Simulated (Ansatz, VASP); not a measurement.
# TaN in VASP and in Ansatz

INCAR

```
PREC = Accurate
ENCUT = 520
EDIFF = 1E-7
ISMEAR = -1
SIGMA = 0.1
LREAL = False
LASPH = True
NELM = 80
ALGO = Normal
ISIF = 2
LWAVE = False
LCHARG = False
GGA = PS
NBANDS = 15
```

The input KPOINTS:

```
Automatic mesh
0
Gamma
  12 12 10
```

Contents of POSCAR:

```
TaN
1.0
    2.9380000000      0.0000000000      0.0000000000
   -1.4690000000      2.5443826363      0.0000000000
    0.0000000000      0.0000000000      2.8830000000
Ta N
1 1
Direct
    0.3333333333      0.6666666667      0.5000000000
    0.0000000000      0.0000000000      0.0000000000
```

Input for Ansatz:

```yaml
crystal:
  lattice:
    a: 2.938
    b: 2.938
    c: 2.883
    alpha: 90.0
    beta: 90.0
    gamma: 120.0
  atoms:
    - { symbol: Ta, position: [0.3333333333333333, 0.6666666666666666, 0.5] }
    - { symbol: "N", position: [0.0, 0.0, 0.0] }
kpoints:
  mp_grid:
    grid: [12, 12, 10]
hamiltonian:
  xc: pbesol
  pseudopotentials:
    kind: all_electron
    lapw: {}
scf:
  occupations:
    method: fermi_dirac
    width: 0.1
output:
  forces: true
  stress: true
  eigenvalues: true
```

Alike in both runs: task single point; functional PBEsol; k mesh 12 × 12 × 10; occupations fermi-dirac, width 0.1 eV; no spin polarisation.

|  | VASP | Ansatz |
| --- | --- | --- |
| version | VASP 6.6.1 | Ansatz 0.2.0 |
| potentials or method | VASP PAW PBE potentials, release 64 (Ta_pv, N), cutoff 520 eV | all-electron (LAPW or listed datasets) |

```tsv
	VASP	Ansatz	Ansatz less VASP
gap on the k mesh at the Fermi level (eV)	none	none	-
pressure (GPa)	-4.1	-4.8	-0.70
traceless stress, the component that is largest in VASP (GPa)	-0.10	-0.23	-0.135
```

VASP's potentials were made for PBE, not for PBEsol. A gap of «none» marks a metal or a gap that the smearing closes. Ansatz ran all-electron here, and VASP with PAW potentials.

Neither program's run includes spin-orbit coupling.
